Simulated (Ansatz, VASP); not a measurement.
**K: VASP beside Ansatz**

```
K
1.0
    -2.68345    2.68345    2.48710
     2.68345   -2.68345    2.48710
     2.68345    2.68345   -2.48710
K
1
Direct
  0.00000 0.00000 0.00000
```

Change from the starting cell: strain +0.025 along x and y, -0.050 along z, atoms carried along.

Alike in both runs: task single point; functional PBE; k mesh 14 × 14 × 14; occupations gaussian, width 0.15 eV; no spin polarisation.

```csv
,VASP,Ansatz
version,VASP 6.6.1,Ansatz 0.2.0
potentials or method,"VASP PAW PBE potentials, release 64 (K_sv), cutoff 520 eV","scalar-relativistic, plane waves, PAW"
valence electrons in the cell,9,9
```

|  | VASP | Ansatz | Ansatz less VASP |
| --- | --- | --- | --- |
| gap on the k mesh at the Fermi level (eV) | none | none | - |
| pressure (GPa) | 0.1 | 0.1 | 0.00 |
| traceless stress, the component that is largest in VASP (GPa) | 0.06 | 0.06 | 0.000 |

A gap of «none» marks a metal or a gap that the smearing closes. With one functional, cell and mesh, what is left measures potentials, basis and numerics.
